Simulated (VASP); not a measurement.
Set up this calculation in VASP 6.6.1, as the native input.

| Quantity | Value |
| --- | --- |
| Task | single point |
| Functional | PBEsol |
| Potentials or basis | VASP PAW PBE potentials, release 64 (O, H, C) |
| Cutoff | 520 eV |
| k mesh | 1 × 1 × 1 |
| Occupations | fermi-dirac, width 0.02 eV |
| Spin | no spin polarisation |
| Dipole correction | no |
| Further INCAR settings | ALGO = Normal; EDIFF = 1e-06; NBANDS = 50 |

The structure of H14CO8 lies in POSCAR:

```
H14CO8
1.0
    6.8105660000      0.0000000000      0.0000000000
    0.0000000000      6.8105660000      0.0000000000
    0.0000000000      0.0000000000      6.8105660000
O H C
8 14 1
Direct
    0.4715613945      0.1022822479      0.5150085911
    0.2243132215      0.6205651630      0.2482319384
    0.4280848317      0.4312710574     -0.0280152927
    0.2998429205      0.0306435618      0.9427410292
    0.8002418595      0.3982047894      0.6987671803
    0.1968705685      0.8590769108      0.6485070404
    0.6142367609      1.0293417610      0.1801025054
    0.8524988966      0.8932884580     -0.0014095745
    0.4474224316      0.2402590328      0.4642785930
    0.5402781502      0.0725784024      0.4008771077
    0.2872742148      0.4923085688      0.2811073265
    0.2998282375      0.6999858749      0.3268597647
    0.3396193503      0.5541389658     -0.0004845412
    0.4939383893      0.4410793464     -0.1509712996
    0.2709025946      0.1645531370      0.9047852998
    0.2264569494     -0.0421257205      0.8251883911
    0.9275440543      0.3428936743      0.7366935435
    0.8199612191      0.5354327379      0.7643711257
    0.2433424770      0.9692880151      0.5618328932
    0.0939422656      0.7867774866      0.5876016766
    0.4399927994      1.0374761804      0.0253136083
    0.9282047924      0.9912245179      0.2293641967
    0.8011962589      0.9697578733      0.1384613261
```

These files were run (other wordings do the same):

INCAR

```
  PREC = Accurate
  ENCUT = 520
  EDIFF = 1E-6
  ISMEAR = -1
  SIGMA = 0.02
  LREAL = F
  LASPH = T
  NELM = 120
  ALGO = Normal
  ISIF = 2
  LWAVE = F
  LCHARG = F
  GGA = PS
  NBANDS = 50
  GGA_COMPAT = F
```

KPOINTS

```
regular mesh
0
Gamma
  1 1 1
```

Potentials or basis: VASP PAW PBE potentials, release 64 (O, H, C).

Command:

```console
$ cat potpaw_PBE.64/O/POTCAR potpaw_PBE.64/H/POTCAR potpaw_PBE.64/C/POTCAR > POTCAR
$ mpirun -np 1 vasp_gam > vasp.out
```

Results of the run:

```json
{
 "Pressure": "1.3 GPa",
 "Largest force": "9.683 eV/Å",
 "Band gap on the k mesh": "3.04 eV"
}
```

Caveat: the k points lie up to 0.92 Å⁻¹ apart; the PAW data sets were made with another functional, which shifts forces and pressure a little.

It took 58 s on 1 thread of Intel Xeon 8259CL, with other jobs on the host, peak memory 0.37 GiB.
